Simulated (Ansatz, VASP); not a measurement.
# Ge in VASP and in Ansatz

File INCAR:

```
SYSTEM = Ge
PREC = Accurate ; ENCUT = 520
EDIFF = 1E-7 ; ISMEAR = 0
SIGMA = 0.15 ; LREAL = .FALSE.
LASPH = .TRUE. ; NELM = 80
ALGO = Normal ; ISIF = 2
LWAVE = .FALSE. ; LCHARG = .FALSE.
GGA = PE ; IVDW = 12
NBANDS = 13
```

The input KPOINTS:

```
Automatic mesh
0
G
  20 20 20
  0 0 0
```

POSCAR

```
Ge
1.0
    0.0000000000      2.1298359329      2.0983605250
    2.1298359329      0.0000000000      2.0983605250
    2.1298359329      2.1298359329      0.0000000000
Ge
1
Direct
    0.0000000000      0.0000000000      0.0000000000
```

Input for Ansatz:

```yaml
crystal:
  lattice:
    - [0.0, 2.1298359329, 2.098360525]
    - [2.1298359329, 0.0, 2.098360525]
    - [2.1298359329, 2.1298359329, 0.0]
  atoms:
    - { symbol: Ge, position: [0.0, 0.0, 0.0] }
basis:
  ecutwfc: 420
kpoints:
  mp_grid: { grid: [20, 20, 20] }
hamiltonian:
  xc: pbe
  dispersion: d3bj
scf:
  occupations: { method: gaussian, width: 0.15 }
output:
  forces: true
  stress: true
  eigenvalues: true
```

Change from the starting cell: strain +0.0150 x Voigt [1, 1, 0, 0, 0, 0], atoms carried along.

Alike in both runs: task single point; functional PBE; dispersion D3(BJ); k mesh 20 × 20 × 20; occupations gaussian, width 0.15 eV; no spin polarisation.

|  | VASP | Ansatz |
| --- | --- | --- |
| version | VASP 6.6.1 | Ansatz 0.2.0 |
| potentials or method | VASP PAW PBE potentials, release 64 (Ge_d), cutoff 520 eV | scalar-relativistic, plane waves, PAW |
| valence electrons in the cell | 14 | 14 |

```tsv
	VASP	Ansatz	Ansatz less VASP
gap on the k mesh at the Fermi level (eV)	none	none	-
pressure (GPa)	-1.1	-1.1	-0.04
traceless stress, the component that is largest in VASP (GPa)	-0.15	-0.15	-0.001
```

A gap of «none» marks a metal or a gap that the smearing closes.
